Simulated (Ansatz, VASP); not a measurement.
SnO in VASP and in Ansatz

The input INCAR:

```
SYSTEM = SnO
ALGO     = Normal         ! electronic algorithm
EDIFF    = 1E-7           ! SCF threshold, eV
ENCUT    = 520            ! plane-wave cutoff, eV
GGA      = PS             ! functional
ISIF     = 2              ! what is computed and relaxed
ISMEAR   = 0              ! smearing method
IVDW     = 12             ! dispersion correction
LASPH    = .TRUE.         ! aspherical terms in the spheres
LCHARG   = .FALSE.        ! write CHGCAR
LREAL    = .FALSE.        ! projectors in reciprocal space
LWAVE    = .FALSE.        ! write WAVECAR
NBANDS   = 28             ! bands
NELM     = 80             ! most SCF steps
PREC     = Accurate       ! precision mode
SIGMA    = 0.15           ! smearing width, eV
```

KPOINTS

```
k-points
0
G
  12 12 10
  0 0 0
```

Contents of POSCAR:

```
SnO
1.0
    3.8970500000      0.0000000000      0.0000000000
    0.0000000000      3.8970500000      0.0000000000
    0.0000000000      0.0000000000      4.9569000000
Sn O
2 2
Direct
    0.0000000000      0.5000000000      0.2385000000
    0.5000000000      0.0000000000      0.7615000000
    0.0000000000      0.0000000000      0.0000000000
    0.5000000000      0.5000000000      0.0000000000
```

Input for Ansatz:

```yaml
crystal:
  lattice:
    - [3.89705, 0.0, 0.0]
    - [0.0, 3.89705, 0.0]
    - [0.0, 0.0, 4.9569]
  atoms:
    - { symbol: Sn, position: [0.0, 0.5, 0.2385] }
    - { symbol: Sn, position: [0.5, 0.0, 0.7615] }
    - { symbol: O, position: [0.0, 0.0, 0.0] }
    - { symbol: O, position: [0.5, 0.5, 0.0] }
basis:
  ecutwfc: 420
kpoints:
  mp_grid: { grid: [12, 12, 10] }
hamiltonian:
  xc: pbesol
  dispersion: d3bj
scf:
  occupations: { method: gaussian, width: 0.15 }
output:
  forces: true
  stress: true
  eigenvalues: true
```

Change from the starting cell: strain +0.025 along x and y, +0.025 along z, atoms carried along.

Alike in both runs: task single point; functional PBEsol; dispersion D3(BJ); k mesh 12 × 12 × 10; occupations gaussian, width 0.15 eV; no spin polarisation.

```csv
,VASP,Ansatz
version,VASP 6.6.1,Ansatz 0.2.0
potentials or method,"VASP PAW PBE potentials, release 64 (Sn_d, O), cutoff 520 eV","scalar-relativistic, plane waves, PAW"
valence electrons in the cell,40,40
```

Ansatz gave:

- gap on the k mesh at the Fermi level (eV): 0.25
- least direct gap on the mesh (eV): 1.96
- pressure (GPa): -7.8
- traceless stress, the component that is largest in VASP (GPa): 0.65
- rms of the force components (eV/Å): 0.351

Problem. What did VASP give for the same quantities?

Solution. gap on the k mesh at the Fermi level (eV): 0.26; least direct gap on the mesh (eV): 1.93; pressure (GPa): -7.7; traceless stress, the component that is largest in VASP (GPa): 0.67; rms of the force components (eV/Å): 0.323.

VASP's potentials were made for PBE, not for PBEsol. Atom by atom the forces differ by 0.028 eV/Å (rms over components).
